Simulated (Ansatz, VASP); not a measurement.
# Two plane-wave programs on H

```
H
1.0
    15.00000    0.00000    0.00000
     0.00000   15.50000    0.00000
     0.00000    0.00000   16.00000
H
2
Cartesian
  7.1303 7.7343 8.0188
  7.8697 7.7657 7.9812
```

Alike in both runs: functional r2SCAN; k mesh 1 × 1 × 1; occupations gaussian, width 0.005 eV; no spin polarisation.

Ansatz relaxed the structure, and its values are those at the end. VASP's run is a single point on that final structure, the one shown.

|  | VASP | Ansatz |
| --- | --- | --- |
| version | VASP 6.6.1 | Ansatz 0.2.0 |
| potentials or method | VASP PAW PBE potentials, release 64 (H), cutoff 440 eV | scalar-relativistic, plane waves, PAW |
| valence electrons in the cell | 2 | 2 |

Ansatz gave:

| Quantity | Value |
| --- | --- |
| gap on the k mesh at the Fermi level (eV) | 10.86 |
| rms of the force components (eV/Å) | 0.004 |

Q: Which values does VASP return?

A: gap on the k mesh at the Fermi level (eV): 10.83; rms of the force components (eV/Å): 0.014.

VASP's potentials were made for PBE, not for r2SCAN.
